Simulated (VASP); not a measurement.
Write the native input for VASP 6.6.1 that does the following.

```yaml
Task: single point
Functional: PBE
Potentials_or_basis: VASP PAW PBE potentials, release 64 (Au)
Cutoff: 520 eV
k_mesh: 16 × 16 × 8
Occupations: gaussian, width 0.1 eV
Spin: no spin polarisation
Dipole_correction: no
Further_INCAR_settings: ALGO = Fast; EDIFF = 1e-06; NBANDS = 18
```

The structure of Au lies in POSCAR:

```
Au
1.0
    2.8154890579      0.0000000000      0.0000000000
   -0.0129553469      2.8201795887      0.0000000000
   -1.1378916452     -1.1854109603      4.9240140333
Au
2
Direct
    0.3271380000      0.3340380000      0.7259450000
    0.6728620000      0.6659620000      0.2740550000
```

The input as run:

INCAR

```
PREC = Accurate
ENCUT = 520
EDIFF = 1E-6
ISMEAR = 0
SIGMA = 0.1
LREAL = False
LASPH = True
NELM = 60
ALGO = Fast
ISIF = 2
LWAVE = False
LCHARG = True
GGA = PE
LELF = True
LVHAR = True
NBANDS = 18
```

KPOINTS

```
Automatic mesh
0
Gamma
  16 16 8
```

Potentials or basis: VASP PAW PBE potentials, release 64 (Au).

Launch:

```console
$ cat potpaw_PBE.64/Au/POTCAR > POTCAR
$ mpirun -np 1 vasp_std > vasp.out
```

Results of the run:

```json
{
  "Pressure": "-1.0 GPa",
  "Largest force": "0.068 eV/Å",
  "Band gap on the k mesh": "zero (band 11 reaches 10.95 eV, above the bottom of band 12 at 5.52 eV)"
}
```

Caveat: spin-orbit coupling is left out, which moves the levels of the heavy elements.

Run time: 5.4 min on 1 thread of Intel(R) Xeon(R) Platinum 8488C (Sapphire Rapids), on a shared host, peak memory 0.64 GiB.
